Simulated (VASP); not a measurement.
# WS2 (R3m) in VASP: notebook, part 3 of 3

VASP 6.6.1.

## 5. Electric field gradients, LDA (18.10 Å³/atom)

This run uses another cell than the first one, of 18.10 Å³/atom.

Contents of INCAR:

```
ALGO = Normal
EDIFF = 1E-8
ENCUT = 520
GGA = CA
ISIF = 2
ISMEAR = -1
LASPH = True
LCHARG = False
LEFG = True
LREAL = False
LWAVE = False
NBANDS = 20
NELM = 60
PREC = Accurate
SIGMA = 0.08
```

Contents of KPOINTS:

```
k-points
0
Gamma
  13 13 13
```

Contents of POSCAR:

```
WS2
1.0
    1.5894576452      0.9176737993      6.2041479445
   -1.5894576452      0.9176737993      6.2041479445
    0.0000000000     -1.8353475986      6.2041479445
W S
1 2
Direct
    0.0000000000      0.0000000000      0.0000000000
    0.7503000000      0.7503000000      0.7503000000
    0.5810000000      0.5810000000      0.5810000000
```

Potentials or basis: VASP PAW LDA potentials, release 64 (W_sv, S).

On the command line:

```bash
$ cat potpaw_LDA.64/W_sv/POTCAR potpaw_LDA.64/S/POTCAR > POTCAR
$ mpirun -np 1 vasp_std > vasp.out
```

OUTCAR:

```text
EDIFF = 1E-8
   ENCUT = 520
   GGA = CA
   ISIF = 2
   ISMEAR = -1
   LASPH = True
   LREAL = False
   NELM = 60
   PREC = Accurate

 ion  position               nearest neighbor table
   1  0.000  0.000  0.000-   2 2.41   2 2.41   2 2.41   3 2.43   3 2.43   3 2.43
   2  0.750  0.750  0.750-   1 2.41   1 2.41   1 2.41
   3  0.581  0.581  0.581-   1 2.43   1 2.43   1 2.43

  LATTYP: Found a trigonal (rhomboedric) cell.
 ALAT       =     6.4699267790
 COS(alpha) =     0.8792939096

  Lattice vectors:

 A1 = (   1.5894576452,   0.9176737993,   6.2041479445)
 A2 = (  -1.5894576452,   0.9176737993,   6.2041479445)
[... 770 lines left out ...]

 Electric field gradients (V/A^2)
---------------------------------------------------------------------
 ion       V_xx      V_yy      V_zz      V_xy      V_xz      V_yz
---------------------------------------------------------------------
   1      77.354    77.354  -154.708     0.000     0.000     0.000
   2      24.187    24.187   -48.373     0.000    -0.000    -0.000
   3      20.328    20.328   -40.657    -0.000     0.000     0.000
---------------------------------------------------------------------

 Electric field gradients after diagonalization (V/A^2)
 (convention: |V_zz| > |V_xx| > |V_yy|)
----------------------------------------------------------------------
 ion       V_xx      V_yy      V_zz     asymmetry (V_yy - V_xx)/ V_zz
----------------------------------------------------------------------
   1      77.354    77.354  -154.708       0.000
   2      24.187    24.187   -48.373       0.000
   3      20.328    20.328   -40.657       0.000
----------------------------------------------------------------------

           NMR quadrupolar parameters

 Cq : quadrupolar parameter    Cq=e*Q*V_zz/h
 eta: asymmetry parameters     (V_yy - V_xx)/ V_zz
 Q  : nuclear electric quadrupole moment in mb (millibarn)
----------------------------------------------------------------------
 ion       Cq(MHz)       eta       Q (mb)
----------------------------------------------------------------------
   1      -0.374       0.000       1.000
   2      -0.117       0.000       1.000
   3      -0.098       0.000       1.000
----------------------------------------------------------------------
```

stdout:

```text
POSCAR found type information on POSCAR W S
 POSCAR found :  2 types and       3 ions
 scaLAPACK will be used
 LDA part: xc-table for (Slater(with rela. corr.)+CA(PZ))
 , standard interpolation
 POSCAR, INCAR and KPOINTS ok, starting setup
 FFT: planning ... GRIDC
 FFT: planning ... GRID_SOFT
 FFT: planning ... GRID
 WAVECAR not read
 entering main loop
ion   1

ion   2

ion   3
```

Wall time 14 min (1 thread of Intel Xeon Platinum 8488C (Sapphire Rapids), shared host); peak memory 0.42 GiB.

What came out:

```
Free energy                             : -26.2098 eV
Pressure                                : -6.4 GPa
Largest force                           : 0.843 eV/Å
Band gap on the k mesh                  : 1.01 eV (least direct gap 2.04 eV)
Largest electric field gradient by atom : W -154.7; S -48.4, -40.7 V/Å²
```

Forces on the atoms (eV/Å):
```
W    0.000  0.000 -0.560
S    0.000  0.000 -0.282
S    0.000  0.000  0.843
```

Levels at points of the mesh, in eV from the valence-band top:
```
           k point  band 10  band 11  band 12  band 13  band 14  band 15  band 16  band 17
(0.00, 0.00, 0.00)    -2.23    -2.23    -1.50    -1.17     2.15     2.15     2.49     2.49
```

Electric field gradients, principal values (V/Å²):
```
atom   least  middle  greatest (by size)
 1 W  77.354  77.354            -154.708
 2 S  24.187  24.187             -48.373
 3 S  20.328  20.328             -40.657
```

Caveat: the cell stands under tension; without QUAD_EFG the Cq values of the log hold for a quadrupole moment of 1 mb, not for the nuclei; spin-orbit coupling is left out, which moves the levels of the heavy elements; an odd mesh through Γ misses points on the zone boundary, where band edges can lie.

## 6. Electric field gradients, LDA (18.10 Å³/atom)

This run uses another cell than the first one, of 18.10 Å³/atom.

Contents of INCAR:

```
ALGO     = Normal         # electronic algorithm
EDIFF    = 1E-8           # SCF threshold, eV
ENCUT    = 520            # plane-wave cutoff, eV
ISIF     = 2              # what is computed and relaxed
ISMEAR   = -1             # smearing method
LASPH    = T              # aspherical terms in the spheres
LCHARG   = F              # write CHGCAR
LEFG     = T            
LREAL    = F              # projectors in reciprocal space
LWAVE    = F              # write WAVECAR
NBANDS   = 20             # bands
NELM     = 60             # most SCF steps
PREC     = Accurate       # precision mode
SIGMA    = 0.08           # smearing width, eV
```

KPOINTS is that of step 5.

POSCAR is that of step 5.

Potentials or basis: VASP PAW LDA potentials, release 64 (W_sv, S).

On the command line:

```bash
$ cat potpaw_LDA.64/W_sv/POTCAR potpaw_LDA.64/S/POTCAR > POTCAR
$ mpirun -np 1 vasp_std > vasp.out
```

OUTCAR:

```text
EDIFF = 1E-8
   ENCUT = 520
   ISIF = 2
   ISMEAR = -1
   LASPH = T
   LREAL = F
   NELM = 60
   PREC = Accurate

 ion  position               nearest neighbor table
   1  0.000  0.000  0.000-   2 2.41   2 2.41   2 2.41   3 2.43   3 2.43   3 2.43
   2  0.750  0.750  0.750-   1 2.41   1 2.41   1 2.41
   3  0.581  0.581  0.581-   1 2.43   1 2.43   1 2.43

  LATTYP: Found a trigonal (rhomboedric) cell.
 ALAT       =     6.4699267790
 COS(alpha) =     0.8792939096

  Lattice vectors:

 A1 = (   1.5894576452,   0.9176737993,   6.2041479445)
 A2 = (  -1.5894576452,   0.9176737993,   6.2041479445)
 A3 = (   0.0000000000,  -1.8353475986,   6.2041479445)

Analysis of symmetry for initial positions (statically):
=====================================================================
 Subroutine PRICEL returns:
 Original cell was already a primitive cell.

 Routine SETGRP: Setting up the symmetry group for a
 trigonal (rhombohedral) supercell.

 Subroutine GETGRP returns: Found  6 space group operations
 (whereof  6 operations were pure point group operations)
 out of a pool of 12 trial point group operations.

The static configuration has the point symmetry C_3v.

Analysis of symmetry for dynamics (positions and initial velocities):
=====================================================================
 Subroutine PRICEL returns:
 Original cell was already a primitive cell.

 Routine SETGRP: Setting up the symmetry group for a
 trigonal (rhombohedral) supercell.

 Subroutine GETGRP returns: Found  6 space group operations
 (whereof  6 operations were pure point group operations)
 out of a pool of 12 trial point group operations.

[... 706 lines left out ...]
     20      15.3205      0.00000

 [... further k-points ...]

------------------------ aborting loop because EDIFF is reached ----------------------------------------

  FORCE on cell =-STRESS in cart. coord.  units (eV):
  Direction    XX          YY          ZZ          XY          YZ          ZX
  --------------------------------------------------------------------------------------
  -------------------------------------------------------------------------------------
  Total       -2.1747670     -2.1747670     -2.1127734     -0.0000000      0.0000000      0.0000000
  in kB      -64.1730433    -64.1730433    -62.3437342     -0.0000000      0.0000000      0.0000000
  external PRESSURE =     -63.5632736 kB  Pullay stress =       0.0000000 kB

 VOLUME and BASIS-vectors are now :
 -----------------------------------------------------------------------------
  energy-cutoff  :      520.00
  volume of cell :       54.30
      direct lattice vectors                 reciprocal lattice vectors
     1.589457645  0.917673799  6.204147944     0.314572711  0.181618639  0.053727496
    -1.589457645  0.917673799  6.204147944    -0.314572711  0.181618639  0.053727496
     0.000000000 -1.835347599  6.204147944     0.000000000 -0.363237278  0.053727496

 POSITION                                       TOTAL-FORCE (eV/Angst)
 -----------------------------------------------------------------------------------
      0.00000      0.00000      0.00000         0.000000      0.000000     -0.560216
      0.00000      0.00000     13.96492         0.000000      0.000000     -0.282291
      0.00000      0.00000     10.81383         0.000000      0.000000      0.842507
 -----------------------------------------------------------------------------------
    total drift:                                0.000000      0.000000      0.000021

  FREE ENERGIE OF THE ION-ELECTRON SYSTEM (eV)
  ---------------------------------------------------
  free  energy   TOTEN  =       -26.2098492235 eV

  energy  without entropy=      -26.2098132482  energy(sigma->0) =      -26.20983124

 Electric field gradients (V/A^2)
---------------------------------------------------------------------
 ion       V_xx      V_yy      V_zz      V_xy      V_xz      V_yz
---------------------------------------------------------------------
   1      77.354    77.354  -154.708     0.000     0.000     0.000
   2      24.187    24.187   -48.373     0.000    -0.000    -0.000
   3      20.328    20.328   -40.657    -0.000     0.000     0.000
---------------------------------------------------------------------

 Electric field gradients after diagonalization (V/A^2)
 (convention: |V_zz| > |V_xx| > |V_yy|)
----------------------------------------------------------------------
 ion       V_xx      V_yy      V_zz     asymmetry (V_yy - V_xx)/ V_zz
----------------------------------------------------------------------
   1      77.354    77.354  -154.708       0.000
   2      24.187    24.187   -48.373       0.000
   3      20.328    20.328   -40.657       0.000
----------------------------------------------------------------------

           NMR quadrupolar parameters

 Cq : quadrupolar parameter    Cq=e*Q*V_zz/h
 eta: asymmetry parameters     (V_yy - V_xx)/ V_zz
 Q  : nuclear electric quadrupole moment in mb (millibarn)
----------------------------------------------------------------------
 ion       Cq(MHz)       eta       Q (mb)
----------------------------------------------------------------------
   1      -0.374       0.000       1.000
   2      -0.117       0.000       1.000
   3      -0.098       0.000       1.000
----------------------------------------------------------------------
```

OSZICAR:

```text
N       E                     dE             d eps       ncg     rms          rms(c)
DAV:   1     0.195489534177E+03    0.19549E+03   -0.13000E+04  9240   0.129E+03
DAV:   2    -0.174066586624E+02   -0.21290E+03   -0.20606E+03 10876   0.341E+02
DAV:   3    -0.274665231031E+02   -0.10060E+02   -0.99582E+01 11696   0.699E+01
DAV:   4    -0.276054689514E+02   -0.13895E+00   -0.13884E+00 11104   0.892E+00
DAV:   5    -0.276079384479E+02   -0.24695E-02   -0.24693E-02 11432   0.124E+00    0.263E+01
DAV:   6    -0.264311290157E+02    0.11768E+01   -0.64364E+00 10220   0.168E+01    0.105E+01
DAV:   7    -0.262775703541E+02    0.15356E+00   -0.15771E+00  9692   0.710E+00    0.556E+00
DAV:   8    -0.262117576163E+02    0.65813E-01   -0.29479E-01 10668   0.352E+00    0.109E+00
DAV:   9    -0.262102732262E+02    0.14844E-02   -0.12393E-02 11444   0.760E-01    0.453E-01
DAV:  10    -0.262098739895E+02    0.39924E-03   -0.33919E-03 10892   0.410E-01    0.728E-02
DAV:  11    -0.262098517929E+02    0.22197E-04   -0.45676E-04 10504   0.138E-01    0.555E-02
DAV:  12    -0.262098482660E+02    0.35269E-05   -0.40574E-05 10868   0.495E-02    0.148E-02
DAV:  13    -0.262098492475E+02   -0.98151E-06   -0.33143E-06 10732   0.135E-02    0.767E-03
DAV:  14    -0.262098492241E+02    0.23400E-07   -0.78921E-07 11408   0.533E-03    0.191E-03
DAV:  15    -0.262098492235E+02    0.64711E-09   -0.82850E-08 10696   0.208E-03
   1 F= -.26209849E+02 E0= -.26209831E+02  d E =-.359753E-04
```

Run time: 13 min. Hardware: 1 thread of Intel Xeon Platinum 8488C (Sapphire Rapids), shared host; peak memory 0.42 GiB.

Results:

| Quantity | Value |
| --- | --- |
| Free energy | -26.2098 eV |
| Pressure | -6.4 GPa |
| Largest force | 0.843 eV/Å |
| Band gap on the k mesh | 1.01 eV (least direct gap 2.04 eV) |
| Largest electric field gradient by atom | W -154.7; S -48.4, -40.7 V/Å² |

Forces on the atoms (eV/Å):
```
W    0.000  0.000 -0.560
S    0.000  0.000 -0.282
S    0.000  0.000  0.843
```

Stress tensor (GPa, compression positive):
```
-6.42  0.00  0.00
 0.00 -6.42  0.00
 0.00  0.00 -6.23
```

Levels at points of the mesh, in eV from the valence-band top:
```tsv
k point	band 11	band 12	band 13	band 14	band 15	band 16
(0.00, 0.00, 0.00)	-2.23	-1.50	-1.17	2.15	2.15	2.49
```

Electric field gradients, principal values (V/Å²):
| atom | least | middle | greatest (by size) |
| --- | --- | --- | --- |
| 1 W | 77.354 | 77.354 | -154.708 |
| 2 S | 24.187 | 24.187 | -48.373 |
| 3 S | 20.328 | 20.328 | -40.657 |

Caveat: the cell stands under tension; without QUAD_EFG the Cq values of the log hold for a quadrupole moment of 1 mb, not for the nuclei; spin-orbit coupling is left out, which moves the levels of the heavy elements; an odd mesh through Γ misses points on the zone boundary, where band edges can lie.

## 7. Overview

```csv
cell,gap on the mesh (eV),pressure (GPa),largest force (eV/Å)
"a = 6.605 Å, angles 27.7°, 3 atoms",1.10,-8.0,1.36
"a = 6.368 Å, angles 28.7°, 3 atoms",0.97,-1.5,0.60
"a = 6.406 Å, angles 28.4°, 3 atoms",0.99,-1.6,0.60
"a = 6.470 Å, angles 28.4°, 3 atoms",1.01,-6.4,0.84
```

Alike in all rows: task electric field gradients; level LDA; potentials or basis VASP PAW LDA potentials, release 64 (W_sv, S); no spin polarisation; k mesh 13 × 13 × 13; cutoff (eV) 520; smearing fermi-dirac 0.08 eV.

Caveats: spin-orbit coupling is left out, which moves the levels of the heavy elements; an odd mesh through Γ misses points on the zone boundary, where band edges can lie; the cell stands under tension (at least some runs); forces of over 1 eV/Å act on the atoms, so gaps and moduli don't describe the material at rest (at least some runs).

Absolute energies hang on the potentials; compare differences alone.
